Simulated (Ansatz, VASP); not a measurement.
# W: VASP beside Ansatz

The input INCAR:

```
PREC = Accurate ; ENCUT = 600
EDIFF = 1E-6 ; ISMEAR = 0
SIGMA = 0.1 ; LREAL = F
LASPH = T ; NELM = 80
ALGO = Fast ; ISIF = 3
LWAVE = F ; LCHARG = F
GGA = PE ; IBRION = 2
NSW = 100 ; EDIFFG = -0.01
```

KPOINTS

```
Automatic mesh
0
Gamma
  18 18 18
```

The input POSCAR:

```
W
1.0
    1.5035646668      0.8680834651      2.1120511611
   -1.5035646668      0.8680834651      2.1120511611
    0.0000000000     -1.7361669303      2.1120511611
W
1
Direct
    0.5000000000      0.5000000000      0.5000000000
```

Input for Ansatz:

```yaml
crystal:
  lattice:
    - [1.5035646668, 0.8680834651, 2.1120511611]
    - [-1.5035646668, 0.8680834651, 2.1120511611]
    - [0.0, -1.7361669303, 2.1120511611]
  atoms:
    - { symbol: W, position: [0.5, 0.5, 0.5] }
basis:
  ecutwfc: 420
kpoints:
  mp_grid: { grid: [18, 18, 18] }
hamiltonian:
  xc: pbe
scf:
  occupations: { method: gaussian, width: 0.1 }
output:
  forces: true
  stress: true
  eigenvalues: true
relax:
  adjacent_minimum: "off"
  f_tol: 0.01
  max_steps: 80
  cell: { stress_tol: 0.05 }
```

Alike in both runs: task relaxation of cell and atoms; functional PBE; k mesh 18 × 18 × 18; occupations gaussian, width 0.1 eV; no spin polarisation.

|  | VASP | Ansatz |
| --- | --- | --- |
| version | VASP 6.6.1 | Ansatz 0.2.0 |
| potentials or method | VASP PAW PBE potentials, release 64 (W_sv), cutoff 600 eV | scalar-relativistic, plane waves, PAW |
| valence electrons in the cell | 14 | 14 |

Ansatz gave:

| Property | Result |
| --- | --- |
| gap on the k mesh at the Fermi level, each at its own relaxed structure (eV) | none |
| relaxed volume (Å³/atom) | 16.57 |
| relaxed cell length with the largest relative difference (Å) | 2.744 |

Task: What did VASP give for the same quantities?

Result: gap on the k mesh at the Fermi level, each at its own relaxed structure (eV): none; relaxed volume (Å³/atom): 16.59; relaxed cell length with the largest relative difference (Å): 2.747.

A gap of «none» marks a metal or a gap that the smearing closes.

Spin-orbit coupling is off throughout.
